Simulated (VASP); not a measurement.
Here is a VASP 6.6.1 calculation.

The input INCAR:

```
PREC     = Accurate       # precision mode
ENCUT    = 520            # plane-wave cutoff, eV
EDIFF    = 1E-6           # SCF threshold, eV
ISMEAR   = 0              # smearing method
SIGMA    = 0.01           # smearing width, eV
LREAL    = Auto         
LASPH    = True           # aspherical terms in the spheres
NELM     = 80             # most SCF steps
ALGO     = Normal         # electronic algorithm
ISIF     = 2              # what is computed and relaxed
LWAVE    = False          # write WAVECAR
LCHARG   = False          # write CHGCAR
GGA      = PE             # functional
IBRION   = 2              # ionic algorithm
NSW      = 65             # ionic steps
EDIFFG   = -0.025         # ionic threshold
```

File KPOINTS:

```
regular mesh
0
Gamma
  1 1 1
```

File POSCAR:

```
Si8C7
1.0
    0.0000000000      0.0000000000      5.0742922929
   -3.0919365161      5.3553911397      0.0000000000
   -3.0919365161     -5.3553911397      0.0000000000
Si C
8 7
Direct
    0.4995817072      0.1666666667      0.3333333333
    0.4995817072      0.6666666667      0.3333333333
    0.4995817072      0.1666666667      0.8333333333
    0.4995817072      0.6666666667      0.8333333333
    0.9995817072      0.8333333333      0.1666666667
    0.9995817072      0.3333333333      0.1666666667
    0.9995817072      0.8333333333      0.6666666667
    0.9995817072      0.3333333333      0.6666666667
    0.8754182928      0.6666666667      0.3333333333
    0.8754182928      0.1666666667      0.8333333333
    0.8754182928      0.6666666667      0.8333333333
    0.3754182928      0.8333333333      0.1666666667
    0.3754182928      0.3333333333      0.1666666667
    0.3754182928      0.8333333333      0.6666666667
    0.3754182928      0.3333333333      0.6666666667
```

Potentials or basis: VASP PAW PBE potentials, release 64 (Si, C).

Run with:

```console
$ cat potpaw_PBE.64/Si/POTCAR potpaw_PBE.64/C/POTCAR > POTCAR
$ mpirun -np 1 vasp_gam > vasp.out
```

Q: Predict the energy gained by relaxing.

A: 36.6 meV/atom.

Q: What does it give for the band gap on the k mesh?

A: 1.72 eV.

Forces in eV/Å, atoms in the order of the input:
```
Si   0.000  0.000  0.008
Si  -0.003 -0.002 -0.009
Si   0.003 -0.002 -0.009
Si   0.000  0.003 -0.009
Si   0.002 -0.001 -0.001
Si   0.000  0.003 -0.001
Si   0.000  0.000 -0.012
Si  -0.002 -0.001 -0.001
C    0.014  0.008  0.004
C   -0.014  0.008  0.004
C    0.000 -0.016  0.004
C    0.002 -0.001  0.012
C    0.000  0.002  0.012
C    0.000  0.000 -0.014
C   -0.002 -0.001  0.012
```

Caveat: the k points lie up to 1.24 Å⁻¹ apart.
